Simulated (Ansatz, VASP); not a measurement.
# BaTiO3: VASP beside Ansatz

```xyz
5
Lattice="2.8277 1.6326 2.3177 -2.8277 1.6326 2.3177 0.0000 -3.2651 2.3177" Properties=species:S:1:pos:R:3 pbc="T T T"
Ba   -2.7004    1.6624    2.3728
Ti   -0.0605   -0.0667    3.6407
O    -0.0308   -1.5655    4.5301
O    -1.4487    0.8432    4.4791
O     1.4127    0.7592    4.5299
```

Alike in both runs: functional PBE; k mesh 7 × 7 × 7; occupations fermi-dirac, width 0.05 eV; no spin polarisation; Hubbard terms Ti d U = 5.0 eV.

|  | VASP | Ansatz |
| --- | --- | --- |
| version | VASP 6.6.1 | Ansatz 0.2.0 |
| potentials or method | VASP PAW PBE potentials, release 64 (Ba_sv, Ti_sv, O) | Ansatz PAW |
| plane-wave cutoff (eV) | 520 | 420 |
| valence electrons in the cell | 40 | 40 |
| task | single point | band structure |

VASP gave:

```
gap on the k mesh at the Fermi level (eV)                     : 3.30
least direct gap on the mesh (eV)                             : 3.82
pressure (GPa)                                                : 16.3
traceless stress, the component that is largest in VASP (GPa) : -5.43
rms of the force components (eV/Å)                            : 1.342
```

Problem. Estimate Ansatz's values.

Solution. gap on the k mesh at the Fermi level (eV): 3.30; least direct gap on the mesh (eV): 3.81; pressure (GPa): 11.5; traceless stress, the component that is largest in VASP (GPa): -4.57; rms of the force components (eV/Å): 0.946.

The programs project onto different local orbitals, so the same U acts differently, and such runs can settle in different states. Atom by atom the forces differ by 0.436 eV/Å (rms over components).

Spin-orbit coupling is off throughout. Noted on Ansatz's run: the k mesh misses the band edges, so the gap on the mesh is wider than the one along the path.
